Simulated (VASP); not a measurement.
Write the native input for VASP 6.6.1 that does the following.

```
Task                   : single point
Functional             : PBEsol
Potentials or basis    : VASP PAW PBE potentials, release 64 (Zn, Re)
Cutoff                 : 520 eV
k mesh                 : 21 × 21 × 12
Occupations            : gaussian, width 0.15 eV
Spin                   : no spin polarisation
Dipole correction      : no
Further INCAR settings : ALGO = Normal; EDIFF = 1e-06; NBANDS = 16
```

The structure of ZnRe lies in POSCAR:

```
ZnRe
1.0
    2.8256733674      0.0000000000      0.0000000000
   -1.4128366837      2.4471049190      0.0000000000
    0.0000000000      0.0000000000      4.2510674692
Zn Re
1 1
Direct
    0.0000000000      0.0000000000      0.0000000000
    0.3333333333      0.6666666667      0.5000000000
```

This cell differs from its parent crystal: ratio of the length along z to the lengths across it x 0.92, volume and fractional coordinates fixed.

One way to write it, as run:

INCAR

```
PREC = Accurate ; ENCUT = 520
EDIFF = 1E-6 ; ISMEAR = 0
SIGMA = 0.15 ; LREAL = F
LASPH = T ; NELM = 100
ALGO = Normal ; ISIF = 2
LWAVE = F ; LCHARG = T
GGA = PS ; LELF = T
LVHAR = T ; NBANDS = 16
```

KPOINTS

```
regular mesh
0
Gamma
  21 21 12
```

Potentials or basis: VASP PAW PBE potentials, release 64 (Zn, Re).

Run with:

```console
$ cat potpaw_PBE.64/Zn/POTCAR potpaw_PBE.64/Re/POTCAR > POTCAR
$ mpirun -np 1 vasp_std > vasp.out
```

It gave:

The pressure is -10.0 GPa.

Caveat: the PAW data sets were made with another functional, which shifts forces and pressure a little.

Run time: 48 s on 1 thread of Intel(R) Xeon(R) 6975P-C (Granite Rapids) (shared host), peak memory 0.29 GiB.
